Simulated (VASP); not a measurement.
A run of VASP 6.6.1 is set up as follows.

File INCAR:

```
PREC     = Accurate       # precision mode
ENCUT    = 520            # plane-wave cutoff, eV
EDIFF    = 1E-6           # SCF threshold, eV
ISMEAR   = 0              # smearing method
SIGMA    = 0.05           # smearing width, eV
LREAL    = F              # projectors in reciprocal space
LASPH    = T              # aspherical terms in the spheres
NELM     = 150            # most SCF steps
ALGO     = Normal         # electronic algorithm
ISIF     = 2              # what is computed and relaxed
LWAVE    = F              # write WAVECAR
LCHARG   = T              # write CHGCAR
ISPIN    = 2              # spin polarisation
MAGMOM   = 0 0 0 0 1      # initial moments
LORBIT   = 11             # projections on sites
LDIPOL   = T            
IDIPOL   = 3            
DIPOL    = 0.5 0.5 0.359
GGA      = PE             # functional
IVDW     = 12             # dispersion correction
LELF     = T              # ELF
LVHAR    = T            
LVACPOTAV= T            
NBANDS   = 32             # bands
```

KPOINTS

```
regular mesh
0
Gamma
  9 9 1
```

File POSCAR:

```
In2HSe2
1.0
    4.0266103726      0.0000000000      0.0000000000
   -2.0133051863      3.4871468738      0.0000000000
    0.0000000000      0.0000000000     20.8853553747
Se In H
2 2 1
Direct
    0.0000000000      0.0000000000      0.1915217591
    0.0000000000      0.0000000000      0.4493749427
    0.6666666667      0.3333333333      0.2535479421
    0.6666666667      0.3333333333      0.3873488619
    0.1111111111      0.2222222222      0.5153627507
```

Potentials or basis: VASP PAW PBE potentials, release 64 (Se, In_d, H).

Run with:

```console
$ cat potpaw_PBE.64/Se/POTCAR potpaw_PBE.64/In_d/POTCAR potpaw_PBE.64/H/POTCAR > POTCAR
$ mpirun -np 1 vasp_std > vasp.out
```

**Question.** Estimate the largest force.

**Answer.** 1.245 eV/Å.

**Question.** What does it give for the site moments?

**Answer.** Se +0.01, +0.02; In +0.01, +0.03; H +0.02 μB.

Forces on the atoms (eV/Å):
```
Se   0.000 -0.075 -0.010
Se   0.000  0.257  1.218
In   0.000 -0.180 -0.173
In   0.000 -0.212 -1.054
H    0.000  0.209  0.020
```
